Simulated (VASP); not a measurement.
# HfO2 in VASP: further runs

HfO2 is run at these levels: PBE, r2SCAN; tasks: single point.

Everything below comes from runs of VASP 6.6.1. Logs are shortened: lines on timing, memory, paths and dates and some standing lists are left out, and cuts for length are marked.

### 1 The cell of the first run

It takes space group R-3m (No. 166, trigonal). Conventional cell: a = 3.577 Å, b = 3.577 Å, c = 8.578 Å, α = 90.00°, β = 90.00°, γ = 120.00°. Hf (site symmetry -3m) has 8 O at 2.15 to 2.18 Å within 2.9 Å. O (site symmetry 3m) has 4 Hf at 2.15 to 2.18 Å and 6 O at 2.50 to 2.52 Å within 2.9 Å.

### 2 Single point, PBE (strain along [111] -2.1%)

INCAR

```
SYSTEM = HfO2
PREC = Accurate ; ENCUT = 520
EDIFF = 1E-6 ; ISMEAR = -1
SIGMA = 0.02 ; LREAL = .FALSE.
LASPH = .TRUE. ; NELM = 60
ALGO = Normal ; ISIF = 2
LWAVE = .FALSE. ; LCHARG = .TRUE.
GGA = PE ; LELF = .TRUE.
LVHAR = .TRUE. ; NBANDS = 18
```

KPOINTS

```
regular mesh
0
G
  8 8 8
  0 0 0
```

POSCAR

```
HfO2
1.0
   -0.0352399403      2.4939423791      2.4939423791
    2.4939423791     -0.0352399403      2.4939423791
    2.4939423791      2.4939423791     -0.0352399403
Hf O
1 2
Direct
    0.0000000000      0.0000000000      0.0000000000
    0.2511892326      0.2511892326      0.2511892326
    0.7488107674      0.7488107674      0.7488107674
```

Potentials or basis: VASP PAW PBE potentials, release 64 (Hf_pv, O).

Launch:

```bash
$ cat potpaw_PBE.64/Hf_pv/POTCAR potpaw_PBE.64/O/POTCAR > POTCAR
$ mpirun -np 1 vasp_std > vasp.out
```

OUTCAR:

```text
SYSTEM = HfO2
   PREC = Accurate
   ENCUT = 520
   EDIFF = 1E-6
   ISMEAR = -1
   LREAL = .FALSE.
   LASPH = .TRUE.
   NELM = 60
   ISIF = 2
   GGA = PE

 ion  position               nearest neighbor table
   1  0.000  0.000  0.000-   2 2.15   3 2.15   3 2.18   3 2.18   3 2.18   2 2.18   2 2.18   2 2.18

   2  0.251  0.251  0.251-   1 2.15   1 2.18   1 2.18   1 2.18
   3  0.749  0.749  0.749-   1 2.15   1 2.18   1 2.18   1 2.18

  LATTYP: Found a trigonal (rhomboedric) cell.
 ALAT       =     3.5271431831
 COS(alpha) =     0.4858212854

  Lattice vectors:

 A1 = (  -0.0352399403,   2.4939423791,   2.4939423791)
 A2 = (   2.4939423791,  -0.0352399403,   2.4939423791)
 A3 = (   2.4939423791,   2.4939423791,  -0.0352399403)

Analysis of symmetry for initial positions (statically):
=====================================================================
 Subroutine PRICEL returns:
 Original cell was already a primitive cell.

 Routine SETGRP: Setting up the symmetry group for a
 trigonal (rhombohedral) supercell.

 Subroutine GETGRP returns: Found 12 space group operations
 (whereof 12 operations were pure point group operations)
 out of a pool of 12 trial point group operations.

The static configuration has the point symmetry D_3d.

Analysis of symmetry for dynamics (positions and initial velocities):
=====================================================================
 Subroutine PRICEL returns:
 Original cell was already a primitive cell.

 Routine SETGRP: Setting up the symmetry group for a
 trigonal (rhombohedral) supercell.

 Subroutine GETGRP returns: Found 12 space group operations
 (whereof 12 operations were pure point group operations)
 out of a pool of 12 trial point group operations.

The dynamic configuration has the point symmetry D_3d.

 Subroutine INISYM returns: Found 12 space group operations
 (whereof 12 operations are pure point group operations),
 and found     1 'primitive' translations

----------------------------------------------------------------------------------------

                                     Primitive cell

  volume of cell :      31.6809

  direct lattice vectors                    reciprocal lattice vectors
    -0.035239940  2.493942379  2.493942379    -0.196285696  0.199099007  0.199099007
     2.493942379 -0.035239940  2.493942379     0.199099007 -0.196285696  0.199099007
     2.493942379  2.493942379 -0.035239940     0.199099007  0.199099007 -0.196285696

  length of vectors
     3.527143183  3.527143183  3.527143183     0.343233017  0.343233017  0.343233017

  position of ions in fractional coordinates (direct lattice)
     0.000000000  0.000000000  0.000000000
     0.251189233  0.251189233  0.251189233
     0.748810767  0.748810767  0.748810767

  ion indices of the primitive-cell ions
   primitive index   ion index
                 1           1
                 2           2
                 3           3

----------------------------------------------------------------------------------------

 KPOINTS: regular mesh

Automatic generation of k-mesh.
 Grid dimensions read from file:
 generate k-points for:    8    8    8

 Generating k-lattice:

  Cartesian coordinates                     Fractional coordinates (reciprocal lattice)
    -0.024535712  0.024887376  0.024887376     0.125000000  0.000000000 -0.000000000
     0.024887376 -0.024535712  0.024887376     0.000000000  0.125000000 -0.000000000
     0.024887376  0.024887376 -0.024535712     0.000000000  0.000000000  0.125000000

  Length of vectors
     0.042904127  0.042904127  0.042904127

  Shift w.r.t. Gamma in fractional coordinates (k-lattice)
     0.000000000  0.000000000  0.000000000

 Subroutine IBZKPT returns following result:
 ===========================================

 Found     65 irreducible k-points:

 Following reciprocal coordinates:
            Coordinates               Weight
  0.000000  0.000000  0.000000      1.000000
  0.125000  0.000000  0.000000      6.000000
  0.250000  0.000000  0.000000      6.000000
  0.375000  0.000000  0.000000      6.000000
  0.500000  0.000000  0.000000      3.000000
  0.125000  0.125000  0.000000      6.000000
[... 16 lines left out ...]
  0.250000  0.125000  0.125000      6.000000
  0.375000  0.125000  0.125000      6.000000
 [... further k-points ...]
   k-points           NKPTS =     65   k-points in BZ     NKDIM =     65   number of bands    NBANDS=     18
   number of dos      NEDOS =    301   number of ions     NIONS =      3
   total plane-waves  NPLWV =  21952
   dimension x,y,z NGX =    28 NGY =   28 NGZ =   28
   dimension x,y,z NGXF=    56 NGYF=   56 NGZF=   56
   ions per type =               1   2
   NGX,Y,Z   is equivalent  to a cutoff of  13.20, 13.20, 13.20 a.u.
   NGXF,Y,Z  is equivalent  to a cutoff of  26.39, 26.39, 26.39 a.u.
 SYSTEM =  HfO2
   PREC   = accura    normal or accurate (medium, high low for compatibility)
   ISTART =      0    job   : 0-new  1-cont  2-samecut
   ICHARG =      2    charge: 1-file 2-atom 10-const
   ISPIN  =      1    spin polarized calculation?
   LNONCOLLINEAR =      F non collinear calculations
   LSORBIT =      F    spin-orbit coupling
   LASPH  =      T    aspherical Exc in radial PAW
   ENCUT  =  520.0 eV  38.22 Ry    6.18 a.u.   6.56  6.56  6.56*2*pi/ulx,y,z
   NELM   =     60;   NELMIN=  2; NELMDL= -5     # of ELM steps
   EDIFF  = 0.1E-05   stopping-criterion for ELM
   LREAL  =      F    real-space projection
   EDIFFG = 0.1E-04   stopping-criterion for IOM
   NSW    =      0    number of steps for IOM
   IBRION =     -1    ionic relax: 0-MD 1-quasi-New 2-CG
   NFREE  =      0    steps in history (QN), initial steepest desc. (CG)
   ISIF   =      2    stress and relaxation
   ISYM   =      2    0-nonsym 1-usesym 2-fastsym
   POTIM  = 0.5000    time-step for ionic-motion
   TEBEG  =    0.0;   TEEND  =   0.0 temperature during run
   PSTRESS=    0.0 pullay stress
   NELECT =      22.0000    total number of electrons
   NUPDOWN=      -1.0000    fix difference up-down
   EMIN   =  10.00;   EMAX   =-10.00  energy-range for DOS
   EFERMI =   0.00;   METHOD = LEGACY
   ISMEAR =    -1;   SIGMA  =   0.02  broadening in eV -4-tet -1-fermi 0-gaus
   EFERMI_NEDOS =   21; number of points for ismear=-14 and -15
   IALGO  =     38    algorithm
   IMIX   =      4    mixing-type and parameters
     AMIX     =   0.40;   BMIX     =  1.00
     AMIX_MAG =   1.60;   BMIX_MAG =  1.00
  volume/ion in A,a.u.               =      10.56        71.26
  Fermi-wavevector in a.u.,A,eV,Ry     =   1.449717  2.739568 28.595085  2.101679
  Thomas-Fermi vector in A             =   2.567412
   LORBIT       =      0    0 simple, 1 ext, 2 COOP (PROOUT), +10 PAW based schemes
   GGA     = PE    functional components
   LHFCALC =     F    Hartree Fock is set to
   AEXX    =    0.0000 exact exchange contribution
   IVDW    =     0    specifies the selected vdW correction
   LEPSILON=     F    determine dielectric tensor
   LRPA    =     F    only Hartree local field effects (RPA)
 non-spin polarized calculation
  energy-cutoff  :      520.00
  volume of cell :       31.68
 maximum number of plane-waves:       881
 NGX is ok and might be reduce to    28
   NGX = 13   NGY = 13   NGZ = 13

 number of electron      21.9999997 magnetization

 Free energy of the ion-electron system (eV)
  ---------------------------------------------------
  ext. energy  EPLUGINS =         0.00000000
  ---------------------------------------------------
  free energy    TOTEN  =       -30.21974853 eV

  energy without entropy =      -30.21974853  energy(sigma->0) =      -30.21974853

 E-fermi :   4.9887     XC(G=0): -11.9897

 val. band max:        4.5198557135   @ k =   0.5000   0.5000   0.0000
 cond. band min:       8.4000716037   @ k =   0.5000   0.5000   0.0000
 fundamental gap:      3.8802158902
 Fermi energy:         4.9887367235

 k-point     1 :       0.0000    0.0000    0.0000
  band No.  band energies     occupation
      1     -25.0387      2.00000
      2     -25.0387      2.00000
      3     -25.0332      2.00000
      4     -14.3882      2.00000
      5     -11.2125      2.00000
      6      -1.0228      2.00000
[... 10 lines left out ...]
     17      15.3824      0.00000
     18      18.1866      0.00000

 k-point     2 :       0.1250    0.0000    0.0000
  band No.  band energies     occupation
      1     -25.1147      2.00000
      2     -25.0462      2.00000
      3     -25.0423      2.00000
      4     -14.1678      2.00000
      5     -11.3909      2.00000
      6      -0.8658      2.00000
[... 10 lines left out ...]
     17      15.0922      0.00000
     18      18.1505      0.00000

 k-point     3 :       0.2500    0.0000    0.0000
  band No.  band energies     occupation
      1     -25.2917      2.00000
      2     -25.0643      2.00000
      3     -25.0624      2.00000
      4     -13.6494      2.00000
      5     -11.7457      2.00000
      6      -0.4734      2.00000
[... 10 lines left out ...]
     17      14.6002      0.00000
     18      17.4367      0.00000

 k-point     4 :       0.3750    0.0000    0.0000
  band No.  band energies     occupation
      1     -25.4587      2.00000
      2     -25.0824      2.00000
      3     -25.0822      2.00000
      4     -13.2146      2.00000
      5     -11.9356      2.00000
      6      -0.0724      2.00000
[... 10 lines left out ...]
     17      14.3534      0.00000
     18      17.0315      0.00000

 k-point     5 :       0.5000    0.0000    0.0000
  band No.  band energies     occupation
      1     -25.5253      2.00000
      2     -25.0906      2.00000
      3     -25.0896      2.00000
      4     -13.1042      2.00000
      5     -11.9206      2.00000
      6       0.0641      2.00000
[... 10 lines left out ...]
     17      14.3150      0.00000
     18      17.4142      0.00000

 k-point     6 :       0.1250    0.1250    0.0000
  band No.  band energies     occupation
      1     -25.1212      2.00000
      2     -25.0597      2.00000
      3     -25.0552      2.00000
      4     -14.0855      2.00000
      5     -11.4561      2.00000
      6      -0.8404      2.00000
[... 10 lines left out ...]
     17      14.9665      0.00000
     18      18.1292      0.00000

 k-point     7 :       0.2500    0.1250    0.0000
  band No.  band energies     occupation
      1     -25.2549      2.00000
      2     -25.0797      2.00000
      3     -25.0768      2.00000
      4     -13.6461      2.00000
      5     -11.7602      2.00000
      6      -0.5258      2.00000
[... 10 lines left out ...]
     17      14.6148      0.00000
     18      17.9194      0.00000

 k-point     8 :       0.3750    0.1250    0.0000
  band No.  band energies     occupation
      1     -25.4117      2.00000
      2     -25.1102      2.00000
      3     -25.0967      2.00000
      4     -13.1507      2.00000
      5     -12.0113      2.00000
      6      -0.1871      2.00000
[... 10 lines left out ...]
     17      14.8210      0.00000
     18      17.3852      0.00000
[... 229 lines left out ...]
     17      16.9079      0.00000
     18      18.1584      0.00000

 k-point    20 :      -0.3750    0.3750    0.0000
  band No.  band energies     occupation
      1     -25.4585      2.00000
      2     -25.2945      2.00000
      3     -25.1445      2.00000
      4     -12.5087      2.00000
      5     -12.1645      2.00000
      6      -1.4648      2.00000
[... 10 lines left out ...]
     17      17.3880      0.00000
     18      18.1315      0.00000

 k-point    21 :       0.5000    0.5000    0.0000
  band No.  band energies     occupation
      1     -25.5596      2.00000
      2     -25.1810      2.00000
      3     -25.1704      2.00000
      4     -12.5798      2.00000
      5     -12.0655      2.00000
      6      -2.1297      2.00000
[... 10 lines left out ...]
     17      18.0865      0.00000
     18      18.1405      0.00000

 k-point    22 :       0.1250    0.1250    0.1250
  band No.  band energies     occupation
      1     -25.1142      2.00000
      2     -25.0479      2.00000
      3     -25.0479      2.00000
      4     -14.1550      2.00000
      5     -11.4041      2.00000
      6      -0.8616      2.00000
[... 10 lines left out ...]
     17      14.9815      0.00000
     18      18.1659      0.00000

 k-point    23 :       0.2500    0.1250    0.1250
  band No.  band energies     occupation
      1     -25.2122      2.00000
      2     -25.0815      2.00000
      3     -25.0524      2.00000
      4     -13.8212      2.00000
      5     -11.6472      2.00000
      6      -0.7051      2.00000
[... 10 lines left out ...]
     17      14.8437      0.00000
     18      18.0718      0.00000

 k-point    24 :       0.3750    0.1250    0.1250
  band No.  band energies     occupation
      1     -25.3627      2.00000
      2     -25.1233      2.00000
      3     -25.0704      2.00000
      4     -13.2960      2.00000
      5     -11.9558      2.00000
      6      -0.4661      2.00000
[... 10 lines left out ...]
     17      14.8222      0.00000
     18      17.4799      0.00000

 [... further k-points ...]

------------------------ aborting loop because EDIFF is reached ----------------------------------------

  FORCE on cell =-STRESS in cart. coord.  units (eV):
  Direction    XX          YY          ZZ          XY          YZ          ZX
  --------------------------------------------------------------------------------------
  -------------------------------------------------------------------------------------
  Total        1.5726477      1.5726477      1.5726477      0.2089845      0.2089845      0.2089845
  in kB       79.5324866     79.5324866     79.5324866     10.5688346     10.5688346     10.5688346
  external PRESSURE =      79.5324866 kB  Pullay stress =       0.0000000 kB

 VOLUME and BASIS-vectors are now :
 -----------------------------------------------------------------------------
  energy-cutoff  :      520.00
  volume of cell :       31.68
      direct lattice vectors                 reciprocal lattice vectors
    -0.035239940  2.493942379  2.493942379    -0.196285696  0.199099007  0.199099007
     2.493942379 -0.035239940  2.493942379     0.199099007 -0.196285696  0.199099007
     2.493942379  2.493942379 -0.035239940     0.199099007  0.199099007 -0.196285696

 POSITION                                       TOTAL-FORCE (eV/Angst)
 -----------------------------------------------------------------------------------
      0.00000      0.00000      0.00000         0.000000      0.000000     -0.000000
      1.24405      1.24405      1.24405         0.003055      0.003055      0.003055
      3.70859      3.70859      3.70859        -0.003055     -0.003055     -0.003055
 -----------------------------------------------------------------------------------
    total drift:                               -0.000000      0.000000     -0.000000

  FREE ENERGIE OF THE ION-ELECTRON SYSTEM (eV)
  ---------------------------------------------------
  free  energy   TOTEN  =       -30.2197485349 eV

  energy  without entropy=      -30.2197485349  energy(sigma->0) =      -30.21974853
```

It took 27 s on 1 thread of Intel Xeon Platinum 8488C (Sapphire Rapids), shared host; peak memory 0.18 GiB.

What came out:

- Free energy: -30.2197 eV
- Pressure: 8.0 GPa
- Largest force: 0.005 eV/Å
- Band gap on the k mesh: 3.88 eV, direct

Forces on the atoms (eV/Å):
```
Hf   0.000  0.000  0.000
O    0.003  0.003  0.003
O   -0.003 -0.003 -0.003
```

Stress tensor (GPa, compression positive):
```
7.95 1.06 1.06
1.06 7.95 1.06
1.06 1.06 7.95
```

Caveat: the cell differs from its parent crystal (strain along [111] -2.1%); spin-orbit coupling is left out, which moves the levels of the heavy elements.

(Continued in part 2 of 2.)
